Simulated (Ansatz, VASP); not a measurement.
**Ta2N in VASP and in Ansatz**

File INCAR:

```
SYSTEM = Ta2N
  PREC = Accurate
  ENCUT = 520
  EDIFF = 1E-6
  ISMEAR = 0
  SIGMA = 0.15
  LREAL = .False.
  LASPH = .True.
  NELM = 60
  ALGO = Normal
  ISIF = 2
  LWAVE = .False.
  LCHARG = .False.
  GGA = PS
  NBANDS = 20
```

KPOINTS

```
Automatic mesh
0
Gamma
  18 18 10
  0 0 0
```

The input POSCAR:

```
Ta2N
1.0
    3.0786153860      0.0000000000      0.0000000000
   -1.5393076930      2.6661591328     -0.0533231827
    0.0000000000     -0.0964651436      4.8232571822
Ta N
2 1
Direct
    0.6666666667      0.3333333333      0.7462554482
    0.3333333333      0.6666666667      0.2537445518
    0.0000000000      0.0000000000      0.0000000000
```

Input for Ansatz:

```yaml
crystal:
  lattice:
    - [3.078615386, 0.0, 0.0]
    - [-1.539307693, 2.6661591328, -0.0533231827]
    - [0.0, -0.0964651436, 4.8232571822]
  atoms:
    - { symbol: Ta, position: [0.6666666667, 0.3333333333, 0.7462554482] }
    - { symbol: Ta, position: [0.3333333333, 0.6666666667, 0.2537445518] }
    - { symbol: "N", position: [0.0, 0.0, 0.0] }
basis:
  ecutwfc: 420
kpoints:
  mp_grid: { grid: [18, 18, 10] }
hamiltonian:
  xc: pbesol
scf:
  occupations: { method: gaussian, width: 0.15 }
output:
  forces: true
  stress: true
  eigenvalues: true
```

Change from the starting cell: strain -0.0400 x Voigt [0, 0, 0, 1, 0, 0], atoms carried along.

Alike in both runs: task single point; functional PBEsol; k mesh 18 × 18 × 10; occupations gaussian, width 0.15 eV; no spin polarisation.

```csv
,VASP,Ansatz
version,VASP 6.6.1,Ansatz 0.2.0
potentials or method,"VASP PAW PBE potentials, release 64 (Ta_pv, N), cutoff 520 eV","scalar-relativistic, plane waves, PAW"
valence electrons in the cell,27,31
```

|  | VASP | Ansatz | Ansatz less VASP |
| --- | --- | --- | --- |
| gap on the k mesh at the Fermi level (eV) | none | none | - |
| pressure (GPa) | 1.1 | 0.5 | -0.59 |
| traceless stress, the component that is largest in VASP (GPa) | 6.97 | 6.94 | -0.033 |
| rms of the force components (eV/Å) | 0.115 | 0.106 | -0.0090 |

VASP's potentials were made for PBE, not for PBEsol. Atom by atom the forces differ by 0.027 eV/Å (rms over components). A gap of «none» marks a metal or a gap that the smearing closes. VASP's potentials hold 27 valence electrons a cell and Ansatz's 31, so a difference there can come from the potentials and not from the codes.

Spin-orbit coupling is off throughout.
